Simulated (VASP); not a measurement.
Runs of VASP 6.6.1 on LiMgBN2. The structure is that of space group I-4m2 (No. 119), or close to it. The cells are those of the table. 

| cell | gap on the mesh (eV) | largest force (eV/Å) |
| --- | --- | --- |
| a = 5.038 Å, angles 134.1, 134.1, 66.9°, 5 atoms | (a) | 4.59 |
| a = 5.410 Å, angles 140.0, 140.0, 57.8°, 5 atoms | (b) | 3.68 |
| a = 5.625 Å, angles 142.7, 142.7, 53.7°, 5 atoms | 2.43 | 5.58 |
| a = 5.118 Å, angles 135.6, 135.6, 64.7°, 5 atoms | 2.35 | 1.99 |
| a = 4.902 Å, angles 131.4, 131.4, 71.1°, 5 atoms | 2.15 | 10.74 |

Alike in all rows: task single point; level LDA; potentials or basis VASP PAW LDA potentials, release 64 (Li_sv, Mg, B, N); no spin polarisation; k mesh 12 × 12 × 12; cutoff (eV) 520; smearing gaussian 0.05 eV.

Estimate the missing entries.

(a) 2.28; (b) 2.48.

Caveats: forces of over 1 eV/Å act on the atoms, so gaps and moduli don't describe the material at rest.

A k mesh can miss the band edges.
